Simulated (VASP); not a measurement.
# Tb3YPb (P4mm) in VASP: a series of runs

The runs below take Tb3YPb through single point, with PBE.

Everything below comes from runs of VASP 6.6.1. Logs are shortened: lines on timing, memory, paths and dates and some standing lists are left out, and cuts for length are marked.

### Step 1. The cell of the first run

The structure is tetragonal, space group P4mm (No. 99). Conventional cell: a = 4.485 Å, b = 4.485 Å, c = 7.823 Å, α = 90.00°, β = 90.00°, γ = 90.00°. Within 4.3 Å of Tb (site symmetry 2mm) lie 2 Pb at 3.16 Å and 6 Tb at 3.17 to 3.49 Å and 2 Y at 4.23 Å. Within 3.9 Å of Tb (site symmetry 4mm) lie 1 Pb at 2.92 Å and 4 Tb at 3.49 Å and 4 Y at 3.54 Å. Y (site symmetry 4mm) has 4 Pb at 3.45 Å and 8 Tb at 3.54 to 4.23 Å and 4 Y at 4.49 Å within 4.5 Å. Pb (site symmetry 4mm) has 5 Tb at 2.92 to 3.16 Å and 4 Y at 3.45 Å within 3.9 Å.

The cell was built from a structure type or drawn by symmetry, and may not be a known phase.

### Step 2. Single point, PBE

Contents of INCAR:

```
SYSTEM = Tb3YPb
  PREC = Accurate
  ENCUT = 500
  EDIFF = 1E-6
  ISMEAR = 0
  SIGMA = 0.1
  LREAL = .FALSE.
  LASPH = .TRUE.
  NELM = 200
  ALGO = Normal
  ISIF = 2
  LWAVE = .FALSE.
  LCHARG = .FALSE.
  GGA = PE
  NBANDS = 34
  GGA_COMPAT = .FALSE.
  LMAXMIX = 6
```

Contents of KPOINTS:

```
regular mesh
0
G
  4 4 2
  0 0 0
```

Contents of POSCAR:

```
Tb3YPb
1.0
    4.4852117198      0.0000000000      0.0000000000
    0.0000000000      4.4852117198      0.0000000000
    0.0000000000      0.0000000000      7.8230920836
Tb Y Pb
3 1 1
Direct
    0.0000000000      0.5000000000      0.6668703632
    0.0000000000      0.0000000000      0.3257819790
    0.5000000000      0.0000000000      0.6668703632
    0.5000000000      0.5000000000      0.1247650084
    0.0000000000      0.0000000000      0.9519912463
```

Potentials or basis: VASP PAW PBE potentials, release 64 (Tb_3, Y_sv, Pb_d), 4f in core.

Launch:

```sh
$ cat potpaw_PBE.64/Tb_3/POTCAR potpaw_PBE.64/Y_sv/POTCAR potpaw_PBE.64/Pb_d/POTCAR > POTCAR
$ mpirun -np 1 vasp_std > vasp.out
```

OUTCAR:

```text
SYSTEM = Tb3YPb
   PREC = Accurate
   ENCUT = 500
   EDIFF = 1E-6
   ISMEAR = 0
   LREAL = .FALSE.
   LASPH = .TRUE.
   NELM = 200
   ISIF = 2
   GGA = PE

 ion  position               nearest neighbor table
   1  0.000  0.500  0.667-   5 3.16   5 3.16   3 3.17   3 3.17   3 3.17   3 3.17   2 3.49   2 3.49

   2  0.000  0.000  0.326-   5 2.92   3 3.49   1 3.49   1 3.49   3 3.49   4 3.54   4 3.54   4 3.54
                             4 3.54
   3  0.500  0.000  0.667-   5 3.16   5 3.16   1 3.17   1 3.17   1 3.17   1 3.17   2 3.49   2 3.49

   4  0.500  0.500  0.125-   5 3.45   5 3.45   5 3.45   5 3.45   2 3.54   2 3.54   2 3.54   2 3.54

   5  0.000  0.000  0.952-   2 2.92   1 3.16   3 3.16   1 3.16   3 3.16   4 3.45   4 3.45   4 3.45
                             4 3.45

  LATTYP: Found a simple tetragonal cell.
 ALAT       =     4.4852117198
 C/A-ratio  =     1.7441968345

  Lattice vectors:

 A1 = (   4.4852117198,   0.0000000000,   0.0000000000)
 A2 = (   0.0000000000,   4.4852117198,   0.0000000000)
 A3 = (   0.0000000000,   0.0000000000,   7.8230920836)

Analysis of symmetry for initial positions (statically):
=====================================================================
 Subroutine PRICEL returns:
 Original cell was already a primitive cell.

 Routine SETGRP: Setting up the symmetry group for a
 simple tetragonal supercell.

 Subroutine GETGRP returns: Found  8 space group operations
 (whereof  8 operations were pure point group operations)
 out of a pool of 16 trial point group operations.

The static configuration has the point symmetry C_4v.

Analysis of symmetry for dynamics (positions and initial velocities):
=====================================================================
 Subroutine PRICEL returns:
 Original cell was already a primitive cell.

 Routine SETGRP: Setting up the symmetry group for a
 simple tetragonal supercell.

 Subroutine GETGRP returns: Found  8 space group operations
 (whereof  8 operations were pure point group operations)
 out of a pool of 16 trial point group operations.

The dynamic configuration has the point symmetry C_4v.

 Subroutine INISYM returns: Found  8 space group operations
 (whereof  8 operations are pure point group operations),
 and found     1 'primitive' translations

----------------------------------------------------------------------------------------

                                     Primitive cell

  volume of cell :     157.3781

  direct lattice vectors                    reciprocal lattice vectors
     4.485211720  0.000000000  0.000000000     0.222954916  0.000000000  0.000000000
     0.000000000  4.485211720  0.000000000     0.000000000  0.222954916  0.000000000
     0.000000000  0.000000000  7.823092084     0.000000000  0.000000000  0.127826694

  length of vectors
     4.485211720  4.485211720  7.823092084     0.222954916  0.222954916  0.127826694

  position of ions in fractional coordinates (direct lattice)
     0.000000000  0.500000000  0.666870363
     0.000000000  0.000000000  0.325781979
     0.500000000  0.000000000  0.666870363
     0.500000000  0.500000000  0.124765008
     0.000000000  0.000000000  0.951991246

  ion indices of the primitive-cell ions
   primitive index   ion index
                 1           1
                 2           2
                 3           3
                 4           4
                 5           5

----------------------------------------------------------------------------------------

 KPOINTS: regular mesh

Automatic generation of k-mesh.
 Grid dimensions read from file:
 generate k-points for:    4    4    2

 Generating k-lattice:

  Cartesian coordinates                     Fractional coordinates (reciprocal lattice)
     0.055738729  0.000000000  0.000000000     0.250000000  0.000000000  0.000000000
     0.000000000  0.055738729  0.000000000     0.000000000  0.250000000  0.000000000
     0.000000000  0.000000000  0.063913347     0.000000000  0.000000000  0.500000000

  Length of vectors
     0.055738729  0.055738729  0.063913347

  Shift w.r.t. Gamma in fractional coordinates (k-lattice)
     0.000000000  0.000000000  0.000000000

 Subroutine IBZKPT returns following result:
 ===========================================

 Found     12 irreducible k-points:

 Following reciprocal coordinates:
            Coordinates               Weight
  0.000000  0.000000  0.000000      1.000000
  0.250000  0.000000  0.000000      4.000000
  0.500000  0.000000  0.000000      2.000000
  0.250000  0.250000  0.000000      4.000000
  0.500000  0.250000  0.000000      4.000000
  0.500000  0.500000  0.000000      1.000000
  0.000000  0.000000  0.500000      1.000000
  0.250000  0.000000  0.500000      4.000000
  0.500000  0.000000  0.500000      2.000000
  0.250000  0.250000  0.500000      4.000000
  0.500000  0.250000  0.500000      4.000000
  0.500000  0.500000  0.500000      1.000000
   k-points           NKPTS =     12   k-points in BZ     NKDIM =     12   number of bands    NBANDS=     34
   number of dos      NEDOS =    301   number of ions     NIONS =      5
   total plane-waves  NPLWV =  77760
   dimension x,y,z NGX =    36 NGY =   36 NGZ =   60
   dimension x,y,z NGXF=    72 NGYF=   72 NGZF=  120
   ions per type =               3   1   1
   NGX,Y,Z   is equivalent  to a cutoff of  13.34, 13.34, 12.75 a.u.
   NGXF,Y,Z  is equivalent  to a cutoff of  26.69, 26.69, 25.50 a.u.
 SYSTEM =  Tb3YPb
   PREC   = accura    normal or accurate (medium, high low for compatibility)
   ISTART =      0    job   : 0-new  1-cont  2-samecut
   ICHARG =      2    charge: 1-file 2-atom 10-const
   ISPIN  =      1    spin polarized calculation?
   LNONCOLLINEAR =      F non collinear calculations
   LSORBIT =      F    spin-orbit coupling
   LASPH  =      T    aspherical Exc in radial PAW
   ENCUT  =  500.0 eV  36.75 Ry    6.06 a.u.   8.18  8.18 14.26*2*pi/ulx,y,z
   NELM   =    200;   NELMIN=  2; NELMDL= -5     # of ELM steps
   EDIFF  = 0.1E-05   stopping-criterion for ELM
   LREAL  =      F    real-space projection
   EDIFFG = 0.1E-04   stopping-criterion for IOM
   NSW    =      0    number of steps for IOM
   IBRION =     -1    ionic relax: 0-MD 1-quasi-New 2-CG
   NFREE  =      0    steps in history (QN), initial steepest desc. (CG)
   ISIF   =      2    stress and relaxation
   ISYM   =      2    0-nonsym 1-usesym 2-fastsym
   POTIM  = 0.5000    time-step for ionic-motion
   TEBEG  =    0.0;   TEEND  =   0.0 temperature during run
   PSTRESS=    0.0 pullay stress
   NELECT =      52.0000    total number of electrons
   NUPDOWN=      -1.0000    fix difference up-down
   EMIN   =  10.00;   EMAX   =-10.00  energy-range for DOS
   EFERMI =   0.00;   METHOD = LEGACY
   ISMEAR =     0;   SIGMA  =   0.10  broadening in eV -4-tet -1-fermi 0-gaus
   EFERMI_NEDOS =   21; number of points for ismear=-14 and -15
   IALGO  =     38    algorithm
   IMIX   =      4    mixing-type and parameters
     AMIX     =   0.40;   BMIX     =  1.00
     AMIX_MAG =   1.60;   BMIX_MAG =  1.00
  volume/ion in A,a.u.               =      31.48       212.41
  Fermi-wavevector in a.u.,A,eV,Ry     =   1.131778  2.138750 17.427988  1.280921
  Thomas-Fermi vector in A             =   2.268478
   LORBIT       =      0    0 simple, 1 ext, 2 COOP (PROOUT), +10 PAW based schemes
   GGA     = PE    functional components
   LHFCALC =     F    Hartree Fock is set to
   AEXX    =    0.0000 exact exchange contribution
   IVDW    =     0    specifies the selected vdW correction
   LEPSILON=     F    determine dielectric tensor
   LRPA    =     F    only Hartree local field effects (RPA)
 non-spin polarized calculation
 Gauss-broadening in eV      SIGMA  =   0.10
  energy-cutoff  :      500.00
  volume of cell :      157.38
 maximum number of plane-waves:      4041
 NGX is ok and might be reduce to    36
   NGX = 17   NGY = 17   NGZ = 29

 number of electron      51.9999999 magnetization

 Free energy of the ion-electron system (eV)
  ---------------------------------------------------
  ext. energy  EPLUGINS =         0.00000000
  ---------------------------------------------------
  free energy    TOTEN  =       -23.42871971 eV

  energy without entropy =      -23.40141574  energy(sigma->0) =      -23.41506773

 E-fermi :   3.8651     XC(G=0):  -9.8035

 val. band max:        3.8041690459   @ k =   0.5000   0.2500   0.5000
 cond. band min:       3.8799285869   @ k =   0.2500   0.2500   0.0000
 fundamental gap:      0.0757595409
 Fermi energy:         3.8651239901

 k-point     1 :       0.0000    0.0000    0.0000
  band No.  band energies     occupation
      1     -39.3293      2.00000
      2     -19.3106      2.00000
      3     -19.2825      2.00000
      4     -19.2825      2.00000
      5     -19.1161      2.00000
      6     -19.1161      2.00000
[... 26 lines left out ...]
     33       6.2357      0.00000
     34       6.2357      0.00000

 k-point     2 :       0.2500    0.0000    0.0000
  band No.  band energies     occupation
      1     -39.3288      2.00000
      2     -19.3218      2.00000
      3     -19.2949      2.00000
      4     -19.2680      2.00000
      5     -19.0278      2.00000
      6     -18.9958      2.00000
[... 26 lines left out ...]
     33       5.9274      0.00000
     34       6.2432      0.00000

 k-point     3 :       0.5000    0.0000    0.0000
  band No.  band energies     occupation
      1     -39.3283      2.00000
      2     -19.3259      2.00000
      3     -19.3143      2.00000
      4     -19.2538      2.00000
      5     -18.8775      2.00000
      6     -18.8046      2.00000
[... 26 lines left out ...]
     33       5.9960      0.00000
     34       6.7752      0.00000

 k-point     4 :       0.2500    0.2500    0.0000
  band No.  band energies     occupation
      1     -39.3283      2.00000
      2     -19.3166      2.00000
      3     -19.3026      2.00000
      4     -19.2860      2.00000
      5     -19.2105      2.00000
      6     -18.8741      2.00000
[... 26 lines left out ...]
     33       6.4275      0.00000
     34       6.5447      0.00000

 k-point     5 :       0.5000    0.2500    0.0000
  band No.  band energies     occupation
      1     -39.3279      2.00000
      2     -19.3220      2.00000
      3     -19.3209      2.00000
      4     -19.2830      2.00000
      5     -19.1677      2.00000
      6     -19.0777      2.00000
[... 26 lines left out ...]
     33       6.5070      0.00000
     34       6.9783      0.00000

 k-point     6 :       0.5000    0.5000    0.0000
  band No.  band energies     occupation
      1     -39.3274      2.00000
      2     -19.3390      2.00000
      3     -19.3256      2.00000
      4     -19.3256      2.00000
      5     -19.3061      2.00000
      6     -19.2381      2.00000
[... 26 lines left out ...]
     33       6.1588      0.00000
     34       7.2213      0.00000

 k-point     7 :       0.0000    0.0000    0.5000
  band No.  band energies     occupation
      1     -39.3293      2.00000
      2     -19.3115      2.00000
      3     -19.2807      2.00000
      4     -19.2807      2.00000
      5     -19.1195      2.00000
      6     -19.1195      2.00000
[... 26 lines left out ...]
     33       5.9170      0.00000
     34       5.9170      0.00000

 k-point     8 :       0.2500    0.0000    0.5000
  band No.  band energies     occupation
      1     -39.3288      2.00000
      2     -19.3194      2.00000
      3     -19.2952      2.00000
      4     -19.2673      2.00000
      5     -19.0290      2.00000
      6     -18.9985      2.00000
[... 26 lines left out ...]
     33       6.1822      0.00000
     34       6.4611      0.00000

 k-point     9 :       0.5000    0.0000    0.5000
  band No.  band energies     occupation
      1     -39.3283      2.00000
      2     -19.3235      2.00000
      3     -19.3131      2.00000
      4     -19.2537      2.00000
      5     -18.8887      2.00000
      6     -18.8089      2.00000
[... 26 lines left out ...]
     33       6.1741      0.00000
     34       6.2811      0.00000

 k-point    10 :       0.2500    0.2500    0.5000
  band No.  band energies     occupation
      1     -39.3283      2.00000
      2     -19.3205      2.00000
      3     -19.3035      2.00000
      4     -19.2872      2.00000
      5     -19.2051      2.00000
      6     -18.8750      2.00000
[... 26 lines left out ...]
     33       6.0645      0.00000
     34       6.3479      0.00000

 k-point    11 :       0.5000    0.2500    0.5000
  band No.  band energies     occupation
      1     -39.3279      2.00000
      2     -19.3249      2.00000
      3     -19.3222      2.00000
      4     -19.2843      2.00000
      5     -19.1746      2.00000
      6     -19.0755      2.00000
[... 26 lines left out ...]
     33       6.2178      0.00000
     34       6.7593      0.00000

 k-point    12 :       0.5000    0.5000    0.5000
  band No.  band energies     occupation
      1     -39.3274      2.00000
      2     -19.3497      2.00000
      3     -19.3279      2.00000
      4     -19.3279      2.00000
      5     -19.3111      2.00000
      6     -19.2330      2.00000
[... 26 lines left out ...]
     33       5.9128      0.00000
     34       6.7903      0.00000

------------------------ aborting loop because EDIFF is reached ----------------------------------------

  FORCE on cell =-STRESS in cart. coord.  units (eV):
  Direction    XX          YY          ZZ          XY          YZ          ZX
  --------------------------------------------------------------------------------------
  -------------------------------------------------------------------------------------
  Total        0.9547766      0.9547766      2.6283155      0.0000000      0.0000000      0.0000000
  in kB        9.7200393      9.7200393     26.7573894      0.0000000      0.0000000      0.0000000
  external PRESSURE =      15.3991560 kB  Pullay stress =       0.0000000 kB

 VOLUME and BASIS-vectors are now :
 -----------------------------------------------------------------------------
  energy-cutoff  :      500.00
  volume of cell :      157.38
      direct lattice vectors                 reciprocal lattice vectors
     4.485211720  0.000000000  0.000000000     0.222954916  0.000000000  0.000000000
     0.000000000  4.485211720  0.000000000     0.000000000  0.222954916  0.000000000
     0.000000000  0.000000000  7.823092084     0.000000000  0.000000000  0.127826694

 POSITION                                       TOTAL-FORCE (eV/Angst)
 -----------------------------------------------------------------------------------
      0.00000      2.24261      5.21699         0.000000     -0.000000     -0.244590
      0.00000      0.00000      2.54862         0.000000     -0.000000      0.330332
      2.24261      0.00000      5.21699        -0.000000     -0.000000     -0.244590
      2.24261      2.24261      0.97605         0.000000      0.000000     -0.223288
      0.00000      0.00000      7.44752        -0.000000     -0.000000      0.382137
 -----------------------------------------------------------------------------------
    total drift:                                0.000000      0.000000      0.000812

  FREE ENERGIE OF THE ION-ELECTRON SYSTEM (eV)
  ---------------------------------------------------
  free  energy   TOTEN  =       -23.4287197143 eV

  energy  without entropy=      -23.4014157400  energy(sigma->0) =      -23.41506773
```

Wall time 34 s (1 thread of Intel Xeon 6975P-C (Granite Rapids), shared host); peak memory 0.3 GiB.

What came out:

```
Free energy            : -23.4287 eV
Pressure               : 1.5 GPa
Largest force          : 0.382 eV/Å
Band gap on the k mesh : zero (bands 26 and 27 overlap by 0.61 eV)
```

Forces on the atoms (eV/Å):
```
Tb   0.000  0.000 -0.245
Tb   0.000  0.000  0.330
Tb   0.000  0.000 -0.245
Y    0.000  0.000 -0.223
Pb   0.000  0.000  0.382
```

Caveat: the k points lie up to 0.40 Å⁻¹ apart, too coarse for converged energies and pressures of a metal; spin-orbit coupling is left out, which moves the levels of the heavy elements; the 4f electrons are frozen in the core, so they carry no moment and show no levels. Spin polarisation is off, so any magnetic state and its effect on volume and gap are missing.

(Continued in part 2 of 3.)
